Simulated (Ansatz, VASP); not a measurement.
## K2S in VASP and in Ansatz

```xyz
3
Lattice="0.0000 3.6955 3.6955 3.6955 0.0000 3.6955 3.6955 3.6955 0.0000" Properties=species:S:1:pos:R:3 pbc="T T T"
K     1.8478    1.8478    1.8478
K     5.5433    5.5433    5.5433
S     0.0000    0.0000    0.0000
```

Alike in both runs: task single point; functional PBE; k mesh 5 × 5 × 5; occupations fermi-dirac, width 0.0272 eV; no spin polarisation.

|  | VASP | Ansatz |
| --- | --- | --- |
| version | VASP 6.6.1 | Ansatz 0.2.0 |
| potentials or method | VASP PAW PBE potentials, release 64 (K_sv, S) | PAW with Ansatz's default frozen-core files, scalar-relativistic |
| plane-wave cutoff (eV) | 500 | 420 |
| valence electrons in the cell | 24 | 24 |

```tsv
	VASP	Ansatz	Ansatz less VASP
gap on the k mesh at the Fermi level (eV)	2.40	2.41	+0.002
pressure (GPa)	0.6	0.6	-0.03
```

With one functional, cell and mesh, what is left measures potentials, basis and numerics.
